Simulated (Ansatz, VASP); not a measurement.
**One calculation of Bi, two programs**

File INCAR:

```
SYSTEM = Bi
ALGO     = Normal         ! electronic algorithm
EDIFF    = 1E-6           ! SCF threshold, eV
EDIFFG   = -0.01          ! ionic threshold
ENCUT    = 600            ! plane-wave cutoff, eV
GGA      = PS             ! functional
IBRION   = 2              ! ionic algorithm
ISIF     = 3              ! what is computed and relaxed
ISMEAR   = -1             ! smearing method
LASPH    = .TRUE.         ! aspherical terms in the spheres
LCHARG   = .FALSE.        ! write CHGCAR
LREAL    = .FALSE.        ! projectors in reciprocal space
LWAVE    = .FALSE.        ! write WAVECAR
NELM     = 100            ! most SCF steps
NSW      = 80             ! ionic steps
PREC     = Accurate       ! precision mode
SIGMA    = 0.1            ! smearing width, eV
```

File KPOINTS:

```
k-points
0
G
  10 10 6
  0 0 0
```

Contents of POSCAR:

```
Bi
1.0
    3.5579831475      0.0000000000      0.0000000000
   -1.7789915738      3.0813037920      0.0000000000
    0.0000000000      0.0000000000      5.8101864799
Bi
2
Direct
    0.3333333333      0.6666666667      0.2500000000
    0.6666666667      0.3333333333      0.7500000000
```

Input for Ansatz:

```yaml
crystal:
  lattice:
    - [3.5579831475, 0.0, 0.0]
    - [-1.7789915738, 3.081303792, 0.0]
    - [0.0, 0.0, 5.8101864799]
  atoms:
    - { symbol: Bi, position: [0.3333333333, 0.6666666667, 0.25] }
    - { symbol: Bi, position: [0.6666666667, 0.3333333333, 0.75] }
hamiltonian:
  xc: pbesol
  pseudopotentials:
    kind: paw
    azcp:
      Bi: "pseudopotentials/Bi.paw.azcp"
basis:
  ecutwfc: 420
  fft_grid_basis: typed
kpoints:
  mp_grid: { grid: [10, 10, 6], shift: [0, 0, 0] }
magnetization:
  spin_polarized: false
scf:
  occupations: { method: fermi_dirac, width: 0.1 }
relax:
  max_steps: 60
  f_tol: 0.01
  cell: {}
```

Alike in both runs: task relaxation of cell and atoms; functional PBEsol; k mesh 10 × 10 × 6; occupations fermi-dirac, width 0.1 eV; no spin polarisation.

|  | VASP | Ansatz |
| --- | --- | --- |
| version | VASP 6.6.1 | Ansatz 0.2.0 |
| potentials or method | VASP PAW PBE potentials, release 64 (Bi_d), cutoff 600 eV | plane waves (420 eV) with PAW, scalar-relativistic |
| valence electrons in the cell | 30 | 30 |

|  | VASP | Ansatz | Ansatz less VASP |
| --- | --- | --- | --- |
| relaxed volume (Å³/atom) | 30.09 | 30.06 | -0.025 |
| relaxed cell length with the largest relative difference (Å) | 3.487 | 3.485 | -0.0012 |

VASP's potentials were made for PBE, not for PBEsol, and Ansatz warns of the same on its side.

Spin-orbit coupling is off throughout.
